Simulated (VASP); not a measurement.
RbH2, 6 atoms in the cell. The typed cell holds 6 atoms: a = 4.113 Å, b = 4.722 Å, c = 7.541 Å, α = 101.24°, β = 105.51°, γ = 64.71°. 

```yaml
Program: VASP 6.6.1
Task: single point
Functional: PBE
Potentials_or_basis: VASP PAW PBE potentials, release 64 (Rb_sv, H)
Cutoff: 520 eV
k_mesh: 4 × 4 × 4
Occupations: gaussian, width 0.1 eV
Spin: no spin polarisation
Dipole_correction: no
Further_INCAR_settings: ALGO = Normal; EDIFF = 1e-06; NBANDS = 20
```

Potentials or basis: VASP PAW PBE potentials, release 64 (Rb_sv, H).

The run is started by

```console
$ cat potpaw_PBE.64/Rb_sv/POTCAR potpaw_PBE.64/H/POTCAR > POTCAR
$ mpirun -np 1 vasp_std > vasp.out
```

Hardware: 1 thread of Intel(R) Xeon(R) Platinum 8488C (Sapphire Rapids), with other jobs on the host.

How long does it take, and how much memory?

Run time: 45 s on 1 thread of Intel(R) Xeon(R) Platinum 8488C (Sapphire Rapids), on a shared host, peak memory 0.27 GiB. Counts: scf iterations 14, k points 36.
